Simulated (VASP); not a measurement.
A run of VASP 6.6.1 is set up as follows.

File INCAR:

```
SYSTEM = Al3GaN4
PREC     = Accurate       ! precision mode
ENCUT    = 600            ! plane-wave cutoff, eV
EDIFF    = 1E-6           ! SCF threshold, eV
ISMEAR   = 0              ! smearing method
SIGMA    = 0.02           ! smearing width, eV
LREAL    = .False.        ! projectors in reciprocal space
LASPH    = .True.         ! aspherical terms in the spheres
NELM     = 100            ! most SCF steps
ALGO     = Normal         ! electronic algorithm
ISIF     = 4              ! what is computed and relaxed
LWAVE    = .False.        ! write WAVECAR
LCHARG   = .False.        ! write CHGCAR
GGA      = PS             ! functional
IBRION   = 2              ! ionic algorithm
NSW      = 50             ! ionic steps
EDIFFG   = -0.01          ! ionic threshold
```

The input KPOINTS:

```
Automatic mesh
0
Gamma
  6 8 4
  0 0 0
```

POSCAR

```
Al3GaN4
1.0
    4.9364037636      0.0000000000     -0.0000578319
    0.0000000000      3.0676605646      0.0000000000
   -0.0033507718      0.0000000000      5.3091736605
Al Ga N
3 1 4
Direct
    0.5004241520      0.5000000000      0.1674126445
    0.0011516287      0.5000000000      0.8348914462
    0.0012808589      0.0000000000      0.3315936822
    0.4993833644      0.0000000000      0.6661234520
    0.1108475146      0.0000000000      0.6662957804
    0.1223943789      0.5000000000      0.1672185028
    0.6249967032      0.5000000000      0.8402004505
    0.6231203992      0.0000000000      0.3262650414
```

Potentials or basis: VASP PAW PBE potentials, release 64 (Al, Ga_d, N).

Launch:

```bash
$ cat potpaw_PBE.64/Al/POTCAR potpaw_PBE.64/Ga_d/POTCAR potpaw_PBE.64/N/POTCAR > POTCAR
$ mpirun -np 1 vasp_std > vasp.out
```

**Question.** Predict the band gap on the k mesh.

**Answer.** 3.99 eV.

Final structure:
```yaml
crystal:
  lattice:
    - [4.93147, 0.00000, -0.00020]
    - [0.00000, 3.06947, 0.00000]
    - [-0.00350, 0.00000, 5.31135]
  atoms:
    - { symbol: Al, position: [0.50069, 0.50000, 0.16748] }
    - { symbol: Al, position: [0.00151, 0.50000, 0.83494] }
    - { symbol: Al, position: [0.00152, 0.00000, 0.33151] }
    - { symbol: Ga, position: [0.49945, 0.00000, 0.66608] }
    - { symbol: N, position: [0.11058, 0.00000, 0.66624] }
    - { symbol: N, position: [0.12223, 0.50000, 0.16732] }
    - { symbol: N, position: [0.62470, 0.50000, 0.84010] }
    - { symbol: N, position: [0.62292, 0.00000, 0.32634] }
```

 A k mesh can miss the band edges.
